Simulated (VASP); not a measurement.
Set up this calculation in VASP 6.6.1, as the native input.

| Quantity | Value |
| --- | --- |
| Task | single point |
| Functional | r2SCAN |
| Potentials or basis | VASP PAW PBE potentials, release 64 (Te, Sn_d) |
| Cutoff | 520 eV |
| k mesh | 7 × 7 × 7 |
| Occupations | fermi-dirac, width 0.05 eV |
| Spin | no spin polarisation |
| Dipole correction | no |
| Further INCAR settings | ALGO = Normal; EDIFF = 1e-07; NBANDS = 17 |

Crystal: SnTe.

```xyz
2
Lattice="0.0000 3.1297 3.1297 3.1297 0.0000 3.1297 3.1297 3.1297 0.0000" Properties=species:S:1:pos:R:3 pbc="T T T"
Te    3.1297    3.1297    3.1297
Sn    0.0000    0.0000    0.0000
```

The input as run:

POSCAR

```
SnTe
1.0
    0.0000000000      3.1297027185      3.1297027185
    3.1297027185      0.0000000000      3.1297027185
    3.1297027185      3.1297027185      0.0000000000
Te Sn
1 1
Direct
    0.5000000000      0.5000000000      0.5000000000
    0.0000000000      0.0000000000      0.0000000000
```

INCAR.step1

```
PREC     = Accurate       # precision mode
ENCUT    = 520            # plane-wave cutoff, eV
ISMEAR   = -1             # smearing method
SIGMA    = 0.05           # smearing width, eV
LREAL    = F              # projectors in reciprocal space
LASPH    = T              # aspherical terms in the spheres
NELM     = 100            # most SCF steps
NBANDS   = 17             # bands
GGA      = PE             # functional
ALGO     = Normal         # electronic algorithm
EDIFF    = 1E-4           # SCF threshold, eV
LWAVE    = T              # write WAVECAR
LCHARG   = F              # write CHGCAR
```

INCAR.step2

```
PREC     = Accurate       # precision mode
ENCUT    = 520            # plane-wave cutoff, eV
EDIFF    = 1E-7           # SCF threshold, eV
ISMEAR   = -1             # smearing method
SIGMA    = 0.05           # smearing width, eV
LREAL    = F              # projectors in reciprocal space
LASPH    = T              # aspherical terms in the spheres
NELM     = 100            # most SCF steps
ALGO     = Normal         # electronic algorithm
ISIF     = 2              # what is computed and relaxed
LWAVE    = F              # write WAVECAR
LCHARG   = F              # write CHGCAR
METAGGA  = R2SCAN         # meta-GGA
LMIXTAU  = T            
NBANDS   = 17             # bands
ISTART   = 1
```

KPOINTS

```
regular mesh
0
Gamma
  7 7 7
```

Potentials or basis: VASP PAW PBE potentials, release 64 (Te, Sn_d).

Run with:

```bash
$ cat potpaw_PBE.64/Te/POTCAR potpaw_PBE.64/Sn_d/POTCAR > POTCAR
$ cp INCAR.step1 INCAR
$ mpirun -np 1 vasp_std > vasp.out
$ cp INCAR.step2 INCAR
$ mpirun -np 1 vasp_std > vasp.out
```

Results of the run:

- Pressure: 2.6 GPa

Caveat: the PAW data sets were made with another functional, which shifts forces and pressure a little.

It took 84 s on 1 thread of Intel(R) Xeon(R) Platinum 8488C (Sapphire Rapids), on a shared host, peak memory 0.21 GiB.
